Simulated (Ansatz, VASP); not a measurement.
## Two plane-wave programs on AlN

```xyz
4
Lattice="3.2223 0.0000 0.0000 -1.6112 2.7906 0.0000 0.0000 0.0000 3.9756" Properties=species:S:1:pos:R:3 pbc="T T T"
Al    0.0000    1.8604    2.9817
Al    1.6112    0.9302    0.9939
N     0.0000    1.8604    0.9939
N     1.6112    0.9302    2.9817
```

Alike in both runs: task single point; functional PBEsol; k mesh 9 × 9 × 6; occupations gaussian, width 0.05 eV; no spin polarisation.

|  | VASP | Ansatz |
| --- | --- | --- |
| version | VASP 6.6.1 | Ansatz 0.2.0 |
| potentials or method | VASP PAW PBE potentials, release 64 (Al, N), cutoff 520 eV | scalar-relativistic, plane waves, PAW |
| valence electrons in the cell | 16 | 16 |

```tsv
	VASP	Ansatz	Ansatz less VASP
gap on the k mesh at the Fermi level (eV)	4.01	3.99	-0.015
least direct gap on the mesh (eV)	4.01	3.99	-0.015
pressure (GPa)	22.6	22.6	-0.04
traceless stress, the component that is largest in VASP (GPa)	1.35	1.40	+0.053
```

VASP's potentials were made for PBE, not for PBEsol.
